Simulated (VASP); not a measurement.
The system is W.

```xyz
1
Lattice="-1.5717 1.5717 1.5717 1.5717 -1.5717 1.5717 1.5717 1.5717 -1.5717" Properties=species:S:1:pos:R:3 pbc="T T T"
W     0.0000    0.0000    0.0000
```

Base run:

```yaml
Program: VASP 6.6.1
Functional: revPBE
Dispersion: D3(BJ)
Potentials_or_basis: VASP PAW PBE potentials, release 64 (W_sv)
Cutoff: 520 eV
k_mesh: 12 × 12 × 12
Occupations: fermi-dirac, width 0.05 eV
Spin: no spin polarisation
```

Its results: band gap on the k mesh zero (band 7 reaches 17.12 eV, above the bottom of band 8 at 10.54 eV); pressure 2.6 GPa.

Q: After a change of settings the same cell gave: band gap on the k mesh zero (band 7 reaches 16.90 eV, above the bottom of band 8 at 10.30 eV); pressure -3.7 GPa. Which change was it?
A. functional from revPBE to PBEsol
B. functional from revPBE to BLYP; dispersion from D3(BJ) to D4
C. functional from revPBE to r2SCAN; dispersion from D3(BJ) to none

A: A.

PBEsol binds more tightly than revPBE, so the same cell stands under less pressure.

Caveats: the PAW data sets were made with another functional, which shifts forces and pressure a little; spin-orbit coupling is left out, which moves the levels of the heavy elements; pairwise dispersion overbinds metals, which lowers pressure and volume.
